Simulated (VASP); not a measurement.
Input of a VASP 6.6.1 run:

The input POSCAR:

```
Fe
1.0
   -1.3650158294      1.3650158294      1.3650158294
    1.3650158294     -1.3650158294      1.3650158294
    1.3650158294      1.3650158294     -1.3650158294
Fe
1
Direct
    0.0000000000      0.0000000000      0.0000000000
```

INCAR.step1

```
SYSTEM = Fe
ALGO = Normal
EDIFF = 1E-5
ENCUT = 660
GGA = PE
GGA_COMPAT = .False.
ISMEAR = -1
LASPH = .True.
LCHARG = .False.
LREAL = .False.
LWAVE = .True.
NBANDS = 10
NELM = 120
PREC = Accurate
SIGMA = 0.3
```

Contents of INCAR.step2:

```
SYSTEM = Fe
ALGO = Normal
EDIFF = 1E-6
ENCUT = 660
GGA_COMPAT = .False.
ISIF = 2
ISMEAR = -1
ISTART = 1
LASPH = .True.
LCHARG = .True.
LELF = .True.
LMIXTAU = .True.
LREAL = .False.
LVHAR = .True.
LWAVE = .False.
METAGGA = R2SCAN
NBANDS = 10
NELM = 120
PREC = Accurate
SIGMA = 0.3
```

File KPOINTS:

```
k-points
0
Gamma
  16 16 16
  0 0 0
```

Potentials or basis: VASP PAW PBE potentials, release 64 (Fe).

Command:

```sh
$ cat potpaw_PBE.64/Fe/POTCAR > POTCAR
$ cp INCAR.step1 INCAR
$ mpirun -np 1 vasp_std > vasp.out
$ cp INCAR.step2 INCAR
$ mpirun -np 1 vasp_std > vasp.out
```

Task: Estimate the band gap on the k mesh.

Result: Zero (band 4 reaches 8.05 eV, above the bottom of band 5 at 5.92 eV).

Task: Predict the pressure.

Result: 6.2 GPa.

Caveat: the PAW data sets were made with another functional, which shifts forces and pressure a little; the run has no spin polarisation, though such a crystal can be magnetic. Spin polarisation is off, so any magnetic state and its effect on volume and gap are missing.
